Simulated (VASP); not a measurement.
# WSe2 in VASP: single point with RPBE

Aim: the single point of WSe2 with RPBE.

Everything below comes from runs of VASP 6.6.1. Logs are shortened: lines on timing, memory, paths and dates and some standing lists are left out, and cuts for length are marked.

## (1) The cell of the first run

The cell holds an amorphous packing of atoms, 6 atoms: a = 4.883 Å, b = 4.039 Å, c = 6.406 Å, α = 90.21°, β = 87.14°, γ = 94.54°.

## (2) Single point, RPBE

File INCAR:

```
  PREC = Accurate
  ENCUT = 520
  EDIFF = 1E-7
  ISMEAR = -1
  SIGMA = 0.1
  LREAL = F
  LASPH = T
  NELM = 80
  ALGO = Normal
  ISIF = 2
  LWAVE = F
  LCHARG = F
  GGA = RP
  NBANDS = 35
```

File KPOINTS:

```
Automatic mesh
0
Gamma
  4 5 3
  0.5 0.5 0.5
```

File POSCAR:

```
WSe2
1.0
    4.8523420000     -0.4443000000      0.3250380000
    0.0289620000      4.0298310000      0.2723120000
   -0.1483700000     -0.4542430000      6.3886520000
W Se
2 4
Direct
    0.0144750000      0.4620420000      0.3406790000
    0.4039060000      0.5002780000      0.8787130000
    0.8778380000      0.8918060000      0.0125310000
    0.6490650000      0.9074860000      0.5297500000
    0.3939530000      0.9998050000      0.1944240000
    0.1453170000      0.9761840000      0.6420970000
```

Potentials or basis: VASP PAW PBE potentials, release 64 (W_sv, Se).

Run with:

```sh
$ cat potpaw_PBE.64/W_sv/POTCAR potpaw_PBE.64/Se/POTCAR > POTCAR
$ mpirun -np 1 vasp_std > vasp.out
```

OUTCAR:

```text
PREC = Accurate
   ENCUT = 520
   EDIFF = 1E-7
   ISMEAR = -1
   LREAL = F
   LASPH = T
   NELM = 80
   ISIF = 2
   GGA = RP

 ion  position               nearest neighbor table
   1  0.014  0.462  0.341-   5 2.86   4 2.86   3 2.87   5 2.87   6 2.89   6 2.89   4 2.97   2 3.43

   2  0.404  0.500  0.879-   6 2.85   5 2.85   6 2.86   5 2.86   3 2.86   4 2.93   1 3.43
   3  0.878  0.892  0.013-   5 2.65   6 2.66   2 2.86   1 2.87
   4  0.649  0.907  0.530-   6 2.56   6 2.56   5 2.58   1 2.86   2 2.93   1 2.97
   5  0.394  1.000  0.194-   4 2.58   3 2.65   2 2.85   1 2.86   2 2.86   1 2.87
   6  0.145  0.976  0.642-   4 2.56   4 2.56   3 2.66   2 2.85   2 2.86   1 2.89   1 2.89

  LATTYP: Found a triclinic cell.
 ALAT       =     4.8834695736
 B/A-ratio  =     0.8271014916
 C/A-ratio  =     1.3118743829
 COS(alpha) =     0.0036756310
 COS(beta)  =     0.0498125610
 COS(gamma) =     0.0791590914

  Lattice vectors:

 A1 = (  -4.8523420000,   0.4443000000,  -0.3250380000)
 A2 = (   0.0289620000,   4.0298310000,   0.2723120000)
 A3 = (   0.1483700000,   0.4542430000,  -6.3886520000)

Analysis of symmetry for initial positions (statically):
=====================================================================
 Subroutine PRICEL returns:
 Original cell was already a primitive cell.

 Routine SETGRP: Setting up the symmetry group for a
 triclinic supercell.

 Subroutine GETGRP returns: Found  1 space group operations
 (whereof  1 operations were pure point group operations)
 out of a pool of  2 trial point group operations.

The static configuration has the point symmetry C_1 .

Analysis of symmetry for dynamics (positions and initial velocities):
=====================================================================
 Subroutine PRICEL returns:
 Original cell was already a primitive cell.

 Routine SETGRP: Setting up the symmetry group for a
 triclinic supercell.

 Subroutine GETGRP returns: Found  1 space group operations
 (whereof  1 operations were pure point group operations)
 out of a pool of  2 trial point group operations.

The dynamic configuration has the point symmetry C_1 .

 Subroutine INISYM returns: Found  1 space group operations
 (whereof  1 operations are pure point group operations),
 and found     1 'primitive' translations

----------------------------------------------------------------------------------------

                                     Primitive cell

  volume of cell :     125.8149

  direct lattice vectors                    reciprocal lattice vectors
     4.852342000 -0.444300000  0.325038000     0.205610659 -0.001791768  0.004647703
     0.028962000  4.029831000  0.272312000     0.021387228  0.246776426  0.018042881
    -0.148370000 -0.454243000  6.388652000    -0.011372552 -0.010427519  0.155522014

  length of vectors
     4.883469574  4.039124969  6.406498633     0.205670987  0.248357733  0.156285524

  position of ions in fractional coordinates (direct lattice)
     0.014475000  0.462042000  0.340679000
     0.403906000  0.500278000  0.878713000
     0.877838000  0.891806000  0.012531000
     0.649065000  0.907486000  0.529750000
     0.393953000  0.999805000  0.194424000
     0.145317000  0.976184000  0.642097000

  ion indices of the primitive-cell ions
   primitive index   ion index
                 1           1
                 2           2
                 3           3
                 4           4
                 5           5
                 6           6

----------------------------------------------------------------------------------------

 KPOINTS: Automatic mesh

Automatic generation of k-mesh.
 Grid dimensions read from file:
 generate k-points for:    4    5    3

 Generating k-lattice:

  Cartesian coordinates                     Fractional coordinates (reciprocal lattice)
     0.051402665 -0.000447942  0.001161926     0.250000000  0.000000000 -0.000000000
     0.004277446  0.049355285  0.003608576    -0.000000000  0.200000000  0.000000000
    -0.003790851 -0.003475840  0.051840671    -0.000000000 -0.000000000  0.333333333

  Length of vectors
     0.051417747  0.049671547  0.052095175

  Shift w.r.t. Gamma in fractional coordinates (k-lattice)
     0.500000000  0.500000000  0.500000000

 Subroutine IBZKPT returns following result:
 ===========================================

 Found     30 irreducible k-points:

 Following reciprocal coordinates:
            Coordinates               Weight
  0.125000  0.100000  0.166667      2.000000
  0.375000  0.100000  0.166667      2.000000
 -0.375000  0.100000  0.166667      2.000000
 -0.125000  0.100000  0.166667      2.000000
  0.125000  0.300000  0.166667      2.000000
  0.375000  0.300000  0.166667      2.000000
[... 16 lines left out ...]
 -0.375000  0.100000  0.500000      2.000000
 -0.125000  0.100000  0.500000      2.000000
 [... further k-points ...]
   k-points           NKPTS =     30   k-points in BZ     NKDIM =     30   number of bands    NBANDS=     35
   number of dos      NEDOS =    301   number of ions     NIONS =      6
   total plane-waves  NPLWV =  51840
   dimension x,y,z NGX =    36 NGY =   30 NGZ =   48
   dimension x,y,z NGXF=    72 NGYF=   60 NGZF=   96
   ions per type =               2   4
   NGX,Y,Z   is equivalent  to a cutoff of  12.26, 12.35, 12.46 a.u.
   NGXF,Y,Z  is equivalent  to a cutoff of  24.51, 24.70, 24.91 a.u.
 SYSTEM =  unknown system
   PREC   = accura    normal or accurate (medium, high low for compatibility)
   ISTART =      0    job   : 0-new  1-cont  2-samecut
   ICHARG =      2    charge: 1-file 2-atom 10-const
   ISPIN  =      1    spin polarized calculation?
   LNONCOLLINEAR =      F non collinear calculations
   LSORBIT =      F    spin-orbit coupling
   LASPH  =      T    aspherical Exc in radial PAW
   ENCUT  =  520.0 eV  38.22 Ry    6.18 a.u.   9.08  7.51 11.91*2*pi/ulx,y,z
   NELM   =     80;   NELMIN=  2; NELMDL= -5     # of ELM steps
   EDIFF  = 0.1E-06   stopping-criterion for ELM
   LREAL  =      F    real-space projection
   EDIFFG = 0.1E-05   stopping-criterion for IOM
   NSW    =      0    number of steps for IOM
   IBRION =     -1    ionic relax: 0-MD 1-quasi-New 2-CG
   NFREE  =      0    steps in history (QN), initial steepest desc. (CG)
   ISIF   =      2    stress and relaxation
   ISYM   =      2    0-nonsym 1-usesym 2-fastsym
   POTIM  = 0.5000    time-step for ionic-motion
   TEBEG  =    0.0;   TEEND  =   0.0 temperature during run
   PSTRESS=    0.0 pullay stress
   NELECT =      52.0000    total number of electrons
   NUPDOWN=      -1.0000    fix difference up-down
   EMIN   =  10.00;   EMAX   =-10.00  energy-range for DOS
   EFERMI =   0.00;   METHOD = LEGACY
   ISMEAR =    -1;   SIGMA  =   0.10  broadening in eV -4-tet -1-fermi 0-gaus
   EFERMI_NEDOS =   21; number of points for ismear=-14 and -15
   IALGO  =     38    algorithm
   IMIX   =      4    mixing-type and parameters
     AMIX     =   0.40;   BMIX     =  1.00
     AMIX_MAG =   1.60;   BMIX_MAG =  1.00
  volume/ion in A,a.u.               =      20.97       141.51
  Fermi-wavevector in a.u.,A,eV,Ry     =   1.219454  2.304433 20.232774  1.487067
  Thomas-Fermi vector in A             =   2.354705
   LORBIT       =      0    0 simple, 1 ext, 2 COOP (PROOUT), +10 PAW based schemes
   GGA     = RP    functional components
   LHFCALC =     F    Hartree Fock is set to
   AEXX    =    0.0000 exact exchange contribution
   IVDW    =     0    specifies the selected vdW correction
   LEPSILON=     F    determine dielectric tensor
   LRPA    =     F    only Hartree local field effects (RPA)
 non-spin polarized calculation
  energy-cutoff  :      520.00
  volume of cell :      125.81
 maximum number of plane-waves:      3407
   NGX = 19   NGY = 15   NGZ = 23

 number of electron      52.0000001 magnetization

 Free energy of the ion-electron system (eV)
  ---------------------------------------------------
  ext. energy  EPLUGINS =         0.00000000
  ---------------------------------------------------
  free energy    TOTEN  =       -29.62085285 eV

  energy without entropy =      -29.33225284  energy(sigma->0) =      -29.47655285

 E-fermi :   6.8106     XC(G=0): -10.7801

 val. band max:        6.8023743451   @ k =   0.1250  -0.1000   0.1667
 cond. band min:       6.8331261407   @ k =  -0.1250  -0.1000   0.1667
 fundamental gap:      0.0307517957
 Fermi energy:         6.8105680957

 k-point     1 :       0.1250    0.1000    0.1667
  band No.  band energies     occupation
      1     -67.8882      2.00000
      2     -67.8838      2.00000
      3     -32.1078      2.00000
      4     -32.0868      2.00000
      5     -32.0698      2.00000
      6     -32.0253      2.00000
[... 27 lines left out ...]
     34       9.4247      0.00000
     35      10.4053      0.00000

 k-point     2 :       0.3750    0.1000    0.1667
  band No.  band energies     occupation
      1     -67.8882      2.00000
      2     -67.8838      2.00000
      3     -32.1073      2.00000
      4     -32.0871      2.00000
      5     -32.0695      2.00000
      6     -32.0259      2.00000
[... 27 lines left out ...]
     34       9.4195      0.00000
     35       9.5882      0.00000

 k-point     3 :      -0.3750    0.1000    0.1667
  band No.  band energies     occupation
      1     -67.8882      2.00000
      2     -67.8838      2.00000
      3     -32.1070      2.00000
      4     -32.0872      2.00000
      5     -32.0693      2.00000
      6     -32.0261      2.00000
[... 27 lines left out ...]
     34       9.1665      0.00000
     35       9.6090      0.00000

 k-point     4 :      -0.1250    0.1000    0.1667
  band No.  band energies     occupation
      1     -67.8882      2.00000
      2     -67.8838      2.00000
      3     -32.1076      2.00000
      4     -32.0868      2.00000
      5     -32.0695      2.00000
      6     -32.0255      2.00000
[... 27 lines left out ...]
     34       9.5853      0.00000
     35      10.3538      0.00000

 k-point     5 :       0.1250    0.3000    0.1667
  band No.  band energies     occupation
      1     -67.8881      2.00000
      2     -67.8837      2.00000
      3     -32.1106      2.00000
      4     -32.0919      2.00000
      5     -32.0738      2.00000
      6     -32.0264      2.00000
[... 638 lines left out ...]
 k-point    22 :       0.3750    0.1000    0.5000
  band No.  band energies     occupation
      1     -67.8882      2.00000
      2     -67.8838      2.00000
      3     -32.1060      2.00000
      4     -32.0882      2.00000
      5     -32.0691      2.00000
      6     -32.0277      2.00000
[... 27 lines left out ...]
     34       9.4369      0.00000
     35      10.2542      0.00000

 k-point    23 :      -0.3750    0.1000    0.5000
  band No.  band energies     occupation
      1     -67.8882      2.00000
      2     -67.8839      2.00000
      3     -32.1060      2.00000
      4     -32.0882      2.00000
      5     -32.0691      2.00000
      6     -32.0277      2.00000
[... 27 lines left out ...]
     34       9.3423      0.00000
     35      10.1492      0.00000

 k-point    24 :      -0.1250    0.1000    0.5000
  band No.  band energies     occupation
      1     -67.8882      2.00000
      2     -67.8838      2.00000
      3     -32.1059      2.00000
      4     -32.0880      2.00000
      5     -32.0689      2.00000
      6     -32.0275      2.00000
[... 27 lines left out ...]
     34       9.1213      0.00000
     35      10.6869      0.00000

 [... further k-points ...]

------------------------ aborting loop because EDIFF is reached ----------------------------------------

  FORCE on cell =-STRESS in cart. coord.  units (eV):
  Direction    XX          YY          ZZ          XY          YZ          ZX
  --------------------------------------------------------------------------------------
  -------------------------------------------------------------------------------------
  Total        8.6680808    -15.5639066     -1.4628894     -2.6133104     -1.1263961      1.8115223
  in kB      110.3828170   -198.1970270    -18.6290197    -33.2789422    -14.3439790     23.0686512
  external PRESSURE =     -35.4810766 kB  Pullay stress =       0.0000000 kB

 VOLUME and BASIS-vectors are now :
 -----------------------------------------------------------------------------
  energy-cutoff  :      520.00
  volume of cell :      125.81
      direct lattice vectors                 reciprocal lattice vectors
     4.852342000 -0.444300000  0.325038000     0.205610659 -0.001791768  0.004647703
     0.028962000  4.029831000  0.272312000     0.021387228  0.246776426  0.018042881
    -0.148370000 -0.454243000  6.388652000    -0.011372552 -0.010427519  0.155522014

 POSITION                                       TOTAL-FORCE (eV/Angst)
 -----------------------------------------------------------------------------------
      0.03307      1.70077      2.30700         0.610915      0.617631     -1.045110
      1.84400      1.43743      5.88131        -0.417568      1.187061      1.178846
      4.28354      3.19811      0.60824        -0.933961     -2.068303      0.698507
      3.09717      3.12800      3.84248         1.352260     -1.124061      0.102533
      1.91170      3.76570      1.64242        -1.249531      0.834665     -1.307968
      0.63813      3.57762      4.41519         0.637886      0.553007      0.373192
 -----------------------------------------------------------------------------------
    total drift:                                0.000061     -0.000081     -0.000054

  FREE ENERGIE OF THE ION-ELECTRON SYSTEM (eV)
  ---------------------------------------------------
  free  energy   TOTEN  =       -29.6208528529 eV

  energy  without entropy=      -29.3322528408  energy(sigma->0) =      -29.47655285
```

Run time: 52 s. Hardware: 1 thread of Intel Xeon 6975P-C (Granite Rapids), shared host; peak memory 0.28 GiB.

What came out:

```
Free energy            : -29.6209 eV
Pressure               : -3.5 GPa
Largest force          : 2.374 eV/Å
Band gap on the k mesh : zero (band 26 reaches 7.03 eV, above the bottom of band 27 at 6.66 eV)
```

Forces on the atoms (eV/Å):
```
W    0.611  0.618 -1.045
W   -0.418  1.187  1.179
Se  -0.934 -2.068  0.699
Se   1.352 -1.124  0.103
Se  -1.250  0.835 -1.308
Se   0.638  0.553  0.373
```

Levels at points of the mesh, in eV from the Fermi level:
| k point | band 23 | band 24 | band 25 | band 26 | band 27 | band 28 | band 29 | band 30 |
| --- | --- | --- | --- | --- | --- | --- | --- | --- |
| (0.12, 0.10, 0.17) | -1.05 | -0.71 | -0.43 | -0.21 | -0.08 | 0.24 | 0.72 | 0.80 |

Caveat: the PAW data sets were made with another functional, which shifts forces and pressure a little; spin-orbit coupling is left out, which moves the levels of the heavy elements.
